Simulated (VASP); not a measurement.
## ZnCu: single point with LDA

The system is ZnCu.

```
Zn Cu
1.0
     2.88488    0.00000    0.00000
     0.00000    2.88488    0.00000
     0.00000    0.00000    2.88488
Zn Cu
1 1
Direct
  0.50000 0.50000 0.50000
  0.00000 0.00000 0.00000
```

```
Program             : VASP 6.6.1
Task                : single point
Functional          : LDA
Potentials or basis : VASP PAW LDA potentials, release 64 (Zn, Cu)
Cutoff              : 600 eV
k mesh              : 9 × 9 × 9
Occupations         : fermi-dirac, width 0.05 eV
Spin                : no spin polarisation
```

```
Pressure : -1.1 GPa
```

Levels at points of the mesh, in eV from the Fermi level:
| k point | band 9 | band 10 | band 11 | band 12 | band 13 | band 14 |
| --- | --- | --- | --- | --- | --- | --- |
| (0.00, 0.00, 0.00) | -2.96 | -2.96 | -2.96 | 6.33 | 6.33 | 6.33 |

It took 5.5 s on 1 thread of Intel(R) Xeon(R) 6975P-C (Granite Rapids), with other jobs on the host, peak memory 0.13 GiB.
